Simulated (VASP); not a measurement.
# LiSi16 (a cell with a defect) in VASP: further runs, part 2 of 2

VASP 6.6.1. The steps go on from the part before.

**4. Single point, PBE**

INCAR

```
PREC = Accurate ; ENCUT = 520
EDIFF = 1E-6 ; ISMEAR = 0
SIGMA = 0.02 ; LREAL = Auto
LASPH = True ; NELM = 60
ALGO = Normal ; ISIF = 2
LWAVE = False ; LCHARG = False
GGA = PE ; NBANDS = 48
NELECT = 66.0
```

KPOINTS

```
regular mesh
0
Gamma
  2 2 2
```

POSCAR

```
LiSi16
1.0
    0.0000000000      5.4300000000      5.4300000000
    5.4300000000      0.0000000000      5.4300000000
    5.4300000000      5.4300000000      0.0000000000
Si Li
16 1
Direct
   -0.0078110497     -0.0075252302      0.0175053407
    0.1263079190      0.1265933702      0.1221176796
    0.0062103131      0.0064963168      0.4954808471
    0.1162659300      0.1165524862      0.6452834254
    0.0078777164      0.5000213628     -0.0132799263
    0.1263063536      0.6196291897      0.1221118785
    0.0062063536      0.4864636280      0.4954816759
    0.1427898711      0.6201918969      0.6114696133
    0.4997360037      0.0081636280     -0.0132805709
    0.6193430939      0.1265918969      0.1221123389
    0.4861768877      0.0064923573      0.4954820442
    0.6199058011      0.1430765193      0.6114689687
    0.4997343462      0.5000197974     -0.0132724678
    0.6340711786      0.6343569982      0.0918564457
    0.5102908840      0.5105776243      0.4632028545
    0.6199059853      0.6201918048      0.6114772560
    0.7963224678      0.7966093923      0.6051123389
```

Potentials or basis: VASP PAW PBE potentials, release 64 (Si, Li_sv).

Started as:

```bash
> cat potpaw_PBE.64/Si/POTCAR potpaw_PBE.64/Li_sv/POTCAR > POTCAR
> mpirun -np 1 vasp_std > vasp.out
```

OUTCAR:

```text
PREC = Accurate
   ENCUT = 520
   EDIFF = 1E-6
   ISMEAR = 0
   LREAL = Auto
   LASPH = True
   NELM = 60
   ISIF = 2
   GGA = PE
   NELECT = 66.0

 ion  position               nearest neighbor table
   1  0.992  0.992  0.018-   4 2.33   6 2.34  10 2.34   2 2.34
   2  0.126  0.127  0.122-   1 2.34   3 2.34   5 2.34   9 2.34
   3  0.006  0.006  0.495-   4 2.33   2 2.34  17 2.41   8 2.42  12 2.42
   4  0.116  0.117  0.645-  11 2.33   7 2.33   3 2.33   1 2.33
   5  0.008  0.500  0.987-   2 2.34   6 2.34  14 2.35   8 2.35
   6  0.126  0.620  0.122-   1 2.34   7 2.34  13 2.34   5 2.34
   7  0.006  0.486  0.495-   4 2.33   6 2.34  17 2.41   8 2.42  16 2.42
   8  0.143  0.620  0.611-  15 2.31  17 2.32   5 2.35   7 2.42   3 2.42
   9  0.500  0.008  0.987-   2 2.34  10 2.34  14 2.35  12 2.35
  10  0.619  0.127  0.122-   1 2.34  11 2.34  13 2.34   9 2.34
  11  0.486  0.006  0.495-   4 2.33  10 2.34  17 2.41  12 2.42  16 2.42
  12  0.620  0.143  0.611-  15 2.31  17 2.32   9 2.35  11 2.42   3 2.42
  13  0.500  0.500  0.987-  10 2.34   6 2.34  14 2.35  16 2.35
  14  0.634  0.634  0.092-  15 2.33  13 2.35   5 2.35   9 2.35
  15  0.510  0.511  0.463-   8 2.31  12 2.31  16 2.31  14 2.33
  16  0.620  0.620  0.611-  15 2.31  17 2.32  13 2.35   7 2.42  11 2.42
  17  0.796  0.797  0.605-  12 2.32   8 2.32  16 2.32   3 2.41  11 2.41   7 2.41

  LATTYP: Found a face centered cubic cell.
 ALAT       =    10.8600000000

  Lattice vectors:

 A1 = (   0.0000000000,   5.4300000000,   5.4300000000)
 A2 = (   5.4300000000,   0.0000000000,   5.4300000000)
 A3 = (   5.4300000000,   5.4300000000,   0.0000000000)

Analysis of symmetry for initial positions (statically):
=====================================================================
 Subroutine PRICEL returns:
 Original cell was already a primitive cell.

 Routine SETGRP: Setting up the symmetry group for a
 face centered cubic supercell.

 Subroutine GETGRP returns: Found  2 space group operations
 (whereof  1 operations were pure point group operations)
 out of a pool of 48 trial point group operations.

The static configuration has the point symmetry C_1 .
[... 153 lines left out ...]
   AEXX    =    0.0000 exact exchange contribution
   IVDW    =     0    specifies the selected vdW correction
   LEPSILON=     F    determine dielectric tensor
   LRPA    =     F    only Hartree local field effects (RPA)
 non-spin polarized calculation
 Gauss-broadening in eV      SIGMA  =   0.02
  energy-cutoff  :      520.00
  volume of cell :      320.21
 maximum number of plane-waves:      8646
 NGX is ok and might be reduce to    60
   NGX = 29   NGY = 29   NGZ = 29

 number of electron      66.0000000 magnetization

 Free energy of the ion-electron system (eV)
  ---------------------------------------------------
  ext. energy  EPLUGINS =         0.00000000
  ---------------------------------------------------
  free energy    TOTEN  =       -93.02086433 eV

  energy without entropy =      -93.02086433  energy(sigma->0) =      -93.02086433

 E-fermi :   6.1876     XC(G=0):  -9.4419

 val. band max:        6.0535516393   @ k =   0.0000   0.0000   0.0000
 cond. band min:       6.3875875777   @ k =   0.0000   0.0000   0.0000
 fundamental gap:      0.3340359385
 Fermi energy:         6.1875626665

 k-point     1 :       0.0000    0.0000    0.0000
  band No.  band energies     occupation
      1     -40.2428      2.00000
      2      -5.9095      2.00000
      3      -3.6721      2.00000
      4      -3.6054      2.00000
      5      -3.6054      2.00000
      6      -3.5636      2.00000
[... 277 lines left out ...]
     44      10.2776      0.00000
     45      10.3328      0.00000
 [bands above 45 left out]

------------------------ aborting loop because EDIFF is reached ----------------------------------------

  FORCE on cell =-STRESS in cart. coord.  units (eV):
  Direction    XX          YY          ZZ          XY          YZ          ZX
  --------------------------------------------------------------------------------------
  -------------------------------------------------------------------------------------
  Total       -0.4012119     -0.4012119     -0.3977608     -0.8872771      0.8806368      0.8806367
  in kB       -2.0074970     -2.0074970     -1.9902292     -4.4395646      4.4063390      4.4063387
  external PRESSURE =      -2.0017411 kB  Pullay stress =       0.0000000 kB

 VOLUME and BASIS-vectors are now :
 -----------------------------------------------------------------------------
  energy-cutoff  :      520.00
  volume of cell :      320.21
      direct lattice vectors                 reciprocal lattice vectors
     0.000000000  5.430000000  5.430000000    -0.092081031  0.092081031  0.092081031
     5.430000000  0.000000000  5.430000000     0.092081031 -0.092081031  0.092081031
     5.430000000  5.430000000  0.000000000     0.092081031  0.092081031 -0.092081031

 POSITION                                       TOTAL-FORCE (eV/Angst)
 -----------------------------------------------------------------------------------
      5.48419      5.48264     10.77672        -0.025716     -0.025716      0.026323
      1.35050      1.34895      1.37325        -0.018203     -0.018203      0.019094
      2.72574      2.72418      0.06900        -0.031209     -0.031209     -0.000431
      4.13677      4.13521      1.26420        -0.022220     -0.022220      0.020673
      8.07301      5.40067      2.75789        -0.021876     -0.014448      0.022782
      4.02765      1.34891      4.05043        -0.019273     -0.019863      0.016915
[... 9 lines left out ...]
      6.68796      6.68641      6.73373        -0.031465     -0.031465      0.017273
      7.61135      7.60979      8.64962         0.336056      0.336056     -0.331084
 -----------------------------------------------------------------------------------
    total drift:                                0.000610     -0.003308      0.009605

  FREE ENERGIE OF THE ION-ELECTRON SYSTEM (eV)
  ---------------------------------------------------
  free  energy   TOTEN  =       -93.0208643306 eV

  energy  without entropy=      -93.0208643306  energy(sigma->0) =      -93.02086433
```

Run time: 2.3 min. Hardware: 1 thread of Intel Xeon 6975P-C (Granite Rapids), shared host; peak memory 0.45 GiB.

Results:

- Free energy: -93.0209 eV
- Largest force: 0.579 eV/Å

Forces in eV/Å, atoms in the order of the input:
```
Si  -0.026 -0.026  0.026
Si  -0.018 -0.018  0.019
Si  -0.031 -0.031  0.000
Si  -0.022 -0.022  0.021
Si  -0.022 -0.014  0.023
Si  -0.019 -0.020  0.017
Si  -0.001 -0.032  0.033
Si  -0.031 -0.019  0.030
Si  -0.014 -0.022  0.023
Si  -0.020 -0.019  0.017
Si  -0.032 -0.001  0.033
Si  -0.019 -0.031  0.030
Si  -0.023 -0.023  0.013
Si   0.002  0.002 -0.001
Si  -0.028 -0.028  0.030
Si  -0.031 -0.031  0.017
Li   0.336  0.336 -0.331
```

Caveat: the k points lie up to 0.50 Å⁻¹ apart; the cell carries a net charge on a neutralising background, which shifts energy and pressure; the cell is charged against a uniform background, so pressure and absolute levels hang on convention; the cutoff is under 1.25 times the usual one of these potentials, so pressure, stress and relaxed cells hold a basis-set (Pulay) error.
